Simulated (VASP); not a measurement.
# KTaO3 (Pm-3m) in VASP: density of states with PBE

Aim: the density of states of KTaO3 with PBE.

Everything below comes from runs of VASP 6.6.1. Logs are shortened: lines on timing, memory, paths and dates and some standing lists are left out, and cuts for length are marked.

## 1. The cell of the first run

The structure is cubic, space group Pm-3m (No. 221). The conventional cell has a = 4.024 Å, b = 4.024 Å, c = 4.024 Å, α = 90.00°, β = 90.00°, γ = 90.00°. Within 3.7 Å of K (site symmetry m-3m) lie 12 O at 2.85 Å and 8 Ta at 3.49 Å. Within 2.7 Å of Ta (site symmetry m-3m) lie 6 O at 2.01 Å. Within 2.7 Å of O (site symmetry 4/mmm) lie 2 Ta at 2.01 Å.

## 2. Density of states, PBE

File POSCAR:

```
KTaO3
1.0
    4.0244030898      0.0000000000      0.0000000000
    0.0000000000      4.0244030898      0.0000000000
    0.0000000000      0.0000000000      4.0244030898
K Ta O
1 1 3
Direct
    0.0000000000      0.0000000000      0.0000000000
    0.5000000000      0.5000000000      0.5000000000
    0.0000000000      0.5000000000      0.5000000000
    0.5000000000      0.5000000000      0.0000000000
    0.5000000000      0.0000000000      0.5000000000
```

File INCAR.step1:

```
SYSTEM = KTaO3
ALGO     = Normal         ! electronic algorithm
EDIFF    = 1E-7           ! SCF threshold, eV
ENCUT    = 520            ! plane-wave cutoff, eV
GGA      = PE             ! functional
ISIF     = 2              ! what is computed and relaxed
ISMEAR   = 0              ! smearing method
LASPH    = .TRUE.         ! aspherical terms in the spheres
LCHARG   = .TRUE.         ! write CHGCAR
LMAXMIX  = 4              ! l up to which the mixer works
LREAL    = .FALSE.        ! projectors in reciprocal space
LWAVE    = .FALSE.        ! write WAVECAR
NBANDS   = 27             ! bands
NELM     = 80             ! most SCF steps
PREC     = Accurate       ! precision mode
SIGMA    = 0.05           ! smearing width, eV
```

File KPOINTS.step1:

```
k-points
0
G
  8 8 8
  0 0 0
```

File INCAR.step2:

```
SYSTEM = KTaO3
ALGO     = Normal         ! electronic algorithm
EDIFF    = 1E-7           ! SCF threshold, eV
ENCUT    = 520            ! plane-wave cutoff, eV
GGA      = PE             ! functional
ICHARG   = 11             ! starting density
ISIF     = 2              ! what is computed and relaxed
ISMEAR   = -5             ! smearing method
LASPH    = .TRUE.         ! aspherical terms in the spheres
LCHARG   = .FALSE.        ! write CHGCAR
LMAXMIX  = 4              ! l up to which the mixer works
LORBIT   = 11             ! projections on sites
LREAL    = .FALSE.        ! projectors in reciprocal space
LWAVE    = .FALSE.        ! write WAVECAR
NBANDS   = 27             ! bands
NEDOS    = 2001           ! points of the DOS
NELM     = 80             ! most SCF steps
PREC     = Accurate       ! precision mode
SIGMA    = 0.05           ! smearing width, eV
```

File KPOINTS.step2:

```
k-points
0
G
  12 12 12
  0 0 0
```

Potentials or basis: VASP PAW PBE potentials, release 64 (K_sv, Ta_pv, O).

Launch:

```console
$ cat potpaw_PBE.64/K_sv/POTCAR potpaw_PBE.64/Ta_pv/POTCAR potpaw_PBE.64/O/POTCAR > POTCAR
$ cp INCAR.step1 INCAR
$ cp KPOINTS.step1 KPOINTS
$ mpirun -np 1 vasp_std > vasp.out
$ cp INCAR.step2 INCAR
$ cp KPOINTS.step2 KPOINTS
$ mpirun -np 1 vasp_std > vasp.out
```

OUTCAR:

```text
SYSTEM = KTaO3
   EDIFF = 1E-7
   ENCUT = 520
   GGA = PE
   ICHARG = 11
   ISIF = 2
   ISMEAR = -5
   LASPH = .TRUE.
   LORBIT = 11
   LREAL = .FALSE.
   NELM = 80
   PREC = Accurate

 ion  position               nearest neighbor table
   1  0.000  0.000  0.000-   3 2.85   4 2.85   5 2.85   3 2.85   5 2.85   3 2.85   4 2.85   3 2.85
                             4 2.85   5 2.85   5 2.85   4 2.85   2 3.49   2 3.49   2 3.49   2 3.49
   2  0.500  0.500  0.500-   3 2.01   4 2.01   5 2.01   4 2.01   5 2.01   3 2.01   1 3.49   1 3.49
                             1 3.49   1 3.49   1 3.49   1 3.49   1 3.49   1 3.49
   3  0.000  0.500  0.500-   2 2.01   2 2.01   1 2.85   1 2.85   1 2.85   1 2.85
   4  0.500  0.500  0.000-   2 2.01   2 2.01   1 2.85   1 2.85   1 2.85   1 2.85
   5  0.500  0.000  0.500-   2 2.01   2 2.01   1 2.85   1 2.85   1 2.85   1 2.85

  LATTYP: Found a simple cubic cell.
 ALAT       =     4.0244030898

  Lattice vectors:

 A1 = (   4.0244030898,   0.0000000000,   0.0000000000)
 A2 = (   0.0000000000,   4.0244030898,   0.0000000000)
 A3 = (   0.0000000000,   0.0000000000,   4.0244030898)

Analysis of symmetry for initial positions (statically):
=====================================================================
 Subroutine PRICEL returns:
 Original cell was already a primitive cell.

 Routine SETGRP: Setting up the symmetry group for a
 simple cubic supercell.

 Subroutine GETGRP returns: Found 48 space group operations
 (whereof 48 operations were pure point group operations)
 out of a pool of 48 trial point group operations.

The static configuration has the point symmetry O_h .

Analysis of symmetry for dynamics (positions and initial velocities):
=====================================================================
 Subroutine PRICEL returns:
 Original cell was already a primitive cell.

 Routine SETGRP: Setting up the symmetry group for a
 simple cubic supercell.

 Subroutine GETGRP returns: Found 48 space group operations
 (whereof 48 operations were pure point group operations)
 out of a pool of 48 trial point group operations.

The dynamic configuration has the point symmetry O_h .

 Subroutine INISYM returns: Found 48 space group operations
 (whereof 48 operations are pure point group operations),
 and found     1 'primitive' translations

----------------------------------------------------------------------------------------

                                     Primitive cell

  volume of cell :      65.1785

  direct lattice vectors                    reciprocal lattice vectors
     4.024403090  0.000000000  0.000000000     0.248484055  0.000000000  0.000000000
     0.000000000  4.024403090  0.000000000     0.000000000  0.248484055  0.000000000
     0.000000000  0.000000000  4.024403090     0.000000000  0.000000000  0.248484055

  length of vectors
     4.024403090  4.024403090  4.024403090     0.248484055  0.248484055  0.248484055

  position of ions in fractional coordinates (direct lattice)
     0.000000000  0.000000000  0.000000000
     0.500000000  0.500000000  0.500000000
     0.000000000  0.500000000  0.500000000
     0.500000000  0.500000000  0.000000000
     0.500000000  0.000000000  0.500000000

  ion indices of the primitive-cell ions
   primitive index   ion index
                 1           1
                 2           2
                 3           3
                 4           4
                 5           5

----------------------------------------------------------------------------------------

 KPOINTS: k-points

Automatic generation of k-mesh.
 Grid dimensions read from file:
 generate k-points for:   12   12   12

 Generating k-lattice:

  Cartesian coordinates                     Fractional coordinates (reciprocal lattice)
     0.020707005  0.000000000  0.000000000     0.083333333  0.000000000  0.000000000
     0.000000000  0.020707005  0.000000000     0.000000000  0.083333333  0.000000000
     0.000000000  0.000000000  0.020707005     0.000000000  0.000000000  0.083333333

  Length of vectors
     0.020707005  0.020707005  0.020707005

  Shift w.r.t. Gamma in fractional coordinates (k-lattice)
     0.000000000  0.000000000  0.000000000

 TETIRR: Found    854 inequivalent tetrahedra from    10368

 Subroutine IBZKPT returns following result:
 ===========================================

 Found     84 irreducible k-points:

 Following reciprocal coordinates:
            Coordinates               Weight
  0.000000  0.000000  0.000000      1.000000
  0.083333  0.000000  0.000000      6.000000
  0.166667  0.000000  0.000000      6.000000
  0.250000  0.000000  0.000000      6.000000
  0.333333  0.000000  0.000000      6.000000
  0.416667  0.000000  0.000000      6.000000
[... 16 lines left out ...]
  0.333333  0.333333  0.000000     12.000000
  0.416667  0.333333  0.000000     24.000000
 [... further k-points ...]
   k-points           NKPTS =     84   k-points in BZ     NKDIM =     84   number of bands    NBANDS=     27
   number of dos      NEDOS =   2001   number of ions     NIONS =      5
   total plane-waves  NPLWV =  27000
   dimension x,y,z NGX =    30 NGY =   30 NGZ =   30
   dimension x,y,z NGXF=    60 NGYF=   60 NGZF=   60
   ions per type =               1   1   3
   NGX,Y,Z   is equivalent  to a cutoff of  12.39, 12.39, 12.39 a.u.
   NGXF,Y,Z  is equivalent  to a cutoff of  24.79, 24.79, 24.79 a.u.
 SYSTEM =  KTaO3
   PREC   = accura    normal or accurate (medium, high low for compatibility)
   ISTART =      0    job   : 0-new  1-cont  2-samecut
   ICHARG =     11    charge: 1-file 2-atom 10-const
   ISPIN  =      1    spin polarized calculation?
   LNONCOLLINEAR =      F non collinear calculations
   LSORBIT =      F    spin-orbit coupling
   LASPH  =      T    aspherical Exc in radial PAW
   ENCUT  =  520.0 eV  38.22 Ry    6.18 a.u.   7.48  7.48  7.48*2*pi/ulx,y,z
   NELM   =     80;   NELMIN=  2; NELMDL=  0     # of ELM steps
   EDIFF  = 0.1E-06   stopping-criterion for ELM
   LREAL  =      F    real-space projection
   EDIFFG = 0.1E-05   stopping-criterion for IOM
   NSW    =      0    number of steps for IOM
   IBRION =     -1    ionic relax: 0-MD 1-quasi-New 2-CG
   NFREE  =      0    steps in history (QN), initial steepest desc. (CG)
   ISIF   =      2    stress and relaxation
   ISYM   =      2    0-nonsym 1-usesym 2-fastsym
   POTIM  = 0.5000    time-step for ionic-motion
   TEBEG  =    0.0;   TEEND  =   0.0 temperature during run
   PSTRESS=    0.0 pullay stress
   NELECT =      38.0000    total number of electrons
   NUPDOWN=      -1.0000    fix difference up-down
   EMIN   =  10.00;   EMAX   =-10.00  energy-range for DOS
   EFERMI =   0.00;   METHOD = LEGACY
   ISMEAR =    -5;   SIGMA  =   0.05  broadening in eV -4-tet -1-fermi 0-gaus
   EFERMI_NEDOS =   21; number of points for ismear=-14 and -15
   IALGO  =     38    algorithm
   IMIX   =      4    mixing-type and parameters
     AMIX     =   0.40;   BMIX     =  1.00
     AMIX_MAG =   1.60;   BMIX_MAG =  1.00
  volume/ion in A,a.u.               =      13.04        87.97
  Fermi-wavevector in a.u.,A,eV,Ry     =   1.367628  2.584442 25.448412  1.870406
  Thomas-Fermi vector in A             =   2.493663
   LORBIT       =     11    0 simple, 1 ext, 2 COOP (PROOUT), +10 PAW based schemes
   GGA     = PE    functional components
   LHFCALC =     F    Hartree Fock is set to
   AEXX    =    0.0000 exact exchange contribution
   IVDW    =     0    specifies the selected vdW correction
   LEPSILON=     F    determine dielectric tensor
   LRPA    =     F    only Hartree local field effects (RPA)
 non-spin polarized calculation
 Fermi weights with tetrahedron method with Bloechl corrections
  energy-cutoff  :      520.00
  volume of cell :       65.18
 maximum number of plane-waves:      1777
 NGX is ok and might be reduce to    30

 number of electron      37.9999979 magnetization

 Free energy of the ion-electron system (eV)
  ---------------------------------------------------
  ext. energy  EPLUGINS =         0.00000000
  ---------------------------------------------------
  free energy    TOTEN  =       -41.06755342 eV

  energy without entropy =      -41.06755342  energy(sigma->0) =      -41.06755342

 E-fermi :   1.6354     XC(G=0): -10.7336

 val. band max:        1.6189839356   @ k =   0.5000   0.5000   0.5000
 cond. band min:       3.7348593226   @ k =   0.0000   0.0000   0.0000
 fundamental gap:      2.1158753870
 Fermi energy:         1.6354206703

 k-point     1 :       0.0000    0.0000    0.0000
  band No.  band energies     occupation
      1     -32.6264      2.00000
      2     -32.6264      2.00000
      3     -32.6264      2.00000
      4     -25.7275      2.00000
      5     -15.8343      2.00000
      6     -15.1371      2.00000
[... 19 lines left out ...]
     26       9.6843      0.00000
     27       9.6843      0.00000

 k-point     2 :       0.0833    0.0000    0.0000
  band No.  band energies     occupation
      1     -32.6318      2.00000
      2     -32.6262      2.00000
      3     -32.6262      2.00000
      4     -25.7259      2.00000
      5     -15.8125      2.00000
      6     -15.1357      2.00000
[... 19 lines left out ...]
     26       9.7708      0.00000
     27       9.7800      0.00000

 k-point     3 :       0.1667    0.0000    0.0000
  band No.  band energies     occupation
      1     -32.6464      2.00000
      2     -32.6257      2.00000
      3     -32.6257      2.00000
      4     -25.7216      2.00000
      5     -15.7662      2.00000
      6     -15.1319      2.00000
[... 594 lines left out ...]
      1     -32.6834      2.00000
      2     -32.6829      2.00000
      3     -32.6220      2.00000
      4     -25.6981      2.00000
      5     -15.4510      2.00000
      6     -14.6514      2.00000
[... 19 lines left out ...]
     26      11.8360      0.00000
     27      12.6177      0.00000

 k-point    24 :       0.4167    0.3333    0.0000
  band No.  band energies     occupation
      1     -32.6974      2.00000
      2     -32.6825      2.00000
      3     -32.6214      2.00000
      4     -25.6952      2.00000
      5     -15.4236      2.00000
      6     -14.6244      2.00000
[... 19 lines left out ...]
     26      12.1565      0.00000
     27      12.6597      0.00000

 [... further k-points ...]
[... 5 lines left out ...]
  --------------------------------------------------------------------------------------
  -------------------------------------------------------------------------------------
  Total        0.2364386      0.2364386      0.2364386     -0.0000000     -0.0000000      0.0000000
  in kB        5.8119869      5.8119869      5.8119869     -0.0000000     -0.0000000      0.0000000
  external PRESSURE =       5.8119869 kB  Pullay stress =       0.0000000 kB

 VOLUME and BASIS-vectors are now :
 -----------------------------------------------------------------------------
  energy-cutoff  :      520.00
  volume of cell :       65.18
      direct lattice vectors                 reciprocal lattice vectors
     4.024403090  0.000000000  0.000000000     0.248484055  0.000000000  0.000000000
     0.000000000  4.024403090  0.000000000     0.000000000  0.248484055  0.000000000
     0.000000000  0.000000000  4.024403090     0.000000000  0.000000000  0.248484055

 POSITION                                       TOTAL-FORCE (eV/Angst)
 -----------------------------------------------------------------------------------
      0.00000      0.00000      0.00000         0.000000      0.000000      0.000000
      2.01220      2.01220      2.01220         0.000000      0.000000      0.000000
      0.00000      2.01220      2.01220         0.000000      0.000000      0.000000
      2.01220      2.01220      0.00000         0.000000      0.000000      0.000000
      2.01220      0.00000      2.01220         0.000000      0.000000      0.000000
 -----------------------------------------------------------------------------------
    total drift:                                0.000000      0.000000     -0.000000

  FREE ENERGIE OF THE ION-ELECTRON SYSTEM (eV)
  ---------------------------------------------------
  free  energy   TOTEN  =       -41.0675534247 eV

  energy  without entropy=      -41.0675534247  energy(sigma->0) =      -41.06755342

 total charge

# of ion       s       p       d       tot
------------------------------------------
    1        1.961   5.604   0.045   7.610
    2        0.338   6.334   2.019   8.691
    3        1.561   3.507   0.000   5.068
    4        1.561   3.507   0.000   5.068
    5        1.561   3.507   0.000   5.068
--------------------------------------------------
tot          6.982  22.459   2.064  31.505
```

Run time: 3.7 min. Hardware: 1 thread of AMD EPYC 7R13, shared host; peak memory 0.23 GiB.

Results:

```yaml
Valence_electrons_inside_the_program's_atomic_spheres: K 7.61; Ta 8.69; O 5.07
```

Caveat: spin-orbit coupling is left out, which moves the levels of the heavy elements.
